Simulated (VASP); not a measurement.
Crystal: Cu.

```
Cu
1.0
     0.00000    2.60166    2.60166
     2.60166    0.00000    2.60166
     2.60166    2.60166    0.00000
Cu
3
Direct
  0.25000 0.25000 0.25000
  0.75000 0.75000 0.75000
  0.50000 0.50000 0.50000
```

| Quantity | Value |
| --- | --- |
| Program | VASP 6.6.1 |
| Task | relaxation of cell and atoms |
| Functional | PBE |
| Potentials or basis | VASP PAW PBE potentials, release 64 (Cu) |
| Cutoff | 600 eV |
| k mesh | 6 × 6 × 6 |
| Occupations | gaussian, width 0.1 eV |
| Spin | no spin polarisation |

At the start: pressure 33.4 GPa; volume 11.74 Å³/atom.

**Question.** How do energy, volume and symmetry change on relaxing?

**Answer.** Over 3 steps the energy falls by 232.3 meV/atom and the volume is 14.44 Å³/atom (+23.0 %); space group Fm-3m (No. 225, to 0.05 Å).

The path:
| step | energy change (eV) | largest force (eV/Å) | pressure (GPa) | volume (Å³) |
| --- | --- | --- | --- | --- |
| 1 | 0.0000 | 0.0000 | 33.41 | 35.22 |
| 2 | -0.5034 | 0.0000 | -9.24 | 49.23 |
| 3 | -0.6970 | 0.0000 | -0.05 | 43.31 |

Final structure:
```
CELL_PARAMETERS angstrom
0.00000 2.78725 2.78725
2.78725 0.00000 2.78725
2.78725 2.78725 0.00000
ATOMIC_POSITIONS crystal
Cu 0.25000 0.25000 0.25000
Cu 0.75000 0.75000 0.75000
Cu 0.50000 0.50000 0.50000
```

Caveat: the volume moved by over 15 % at a fixed basis, so the end points are rough.
